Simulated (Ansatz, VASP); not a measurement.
Hg in VASP and in Ansatz

```
Hg
1.0
     3.45781    0.00000    0.00000
    -1.72891    2.99455    0.00000
     0.00000    0.00000    5.42622
Hg
2
Cartesian
  1.7289 0.9982 4.0697
  0.0000 1.9964 1.3566
```

Alike in both runs: functional r2SCAN; k mesh 18 × 18 × 10; occupations gaussian, width 0.1 eV; no spin polarisation.

Ansatz relaxed the structure, and its values are those at the end. VASP's run is a single point on that final structure, the one shown.

```csv
,VASP,Ansatz
version,VASP 6.6.1,Ansatz 0.2.0
potentials or method,"VASP PAW PBE potentials, release 64 (Hg), cutoff 520 eV","scalar-relativistic, plane waves, PAW"
valence electrons in the cell,24,40
```

|  | VASP | Ansatz | Ansatz less VASP |
| --- | --- | --- | --- |
| gap on the k mesh at the Fermi level (eV) | none | none | - |
| pressure (GPa) | 0.1 | 0.0 | -0.16 |

VASP's potentials were made for PBE, not for r2SCAN. A gap of «none» marks a metal or a gap that the smearing closes. The functional is the same, so the differences come from potentials, cutoffs and numerics. VASP's potentials hold 24 valence electrons a cell and Ansatz's 40, so a difference there can come from the potentials and not from the codes.

Spin-orbit coupling is off throughout.
